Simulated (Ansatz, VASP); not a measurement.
# One calculation of Rb, two programs

```
CELL_PARAMETERS angstrom
-3.11031 2.81409 2.81409
2.81409 -3.11031 2.81409
2.81409 2.81409 -3.11031
ATOMIC_POSITIONS crystal
Rb 0.00000 0.00000 0.00000
```

Alike in both runs: task single point; functional PBE; k mesh 14 × 14 × 14; occupations gaussian, width 0.15 eV; no spin polarisation.

```csv
,VASP,Ansatz
version,VASP 6.6.1,Ansatz 0.2.0
potentials or method,"VASP PAW PBE potentials, release 64 (Rb_sv), cutoff 520 eV","scalar-relativistic, plane waves, PAW"
valence electrons in the cell,9,9
```

```csv
,VASP,Ansatz,Ansatz less VASP
gap on the k mesh at the Fermi level (eV),none,none,-
pressure (GPa),0.1,0.1,0.00
"traceless stress, the component that is largest in VASP (GPa)",0.29,0.29,0.000
```

A gap of «none» marks a metal or a gap that the smearing closes. With one functional, cell and mesh, what is left measures potentials, basis and numerics.
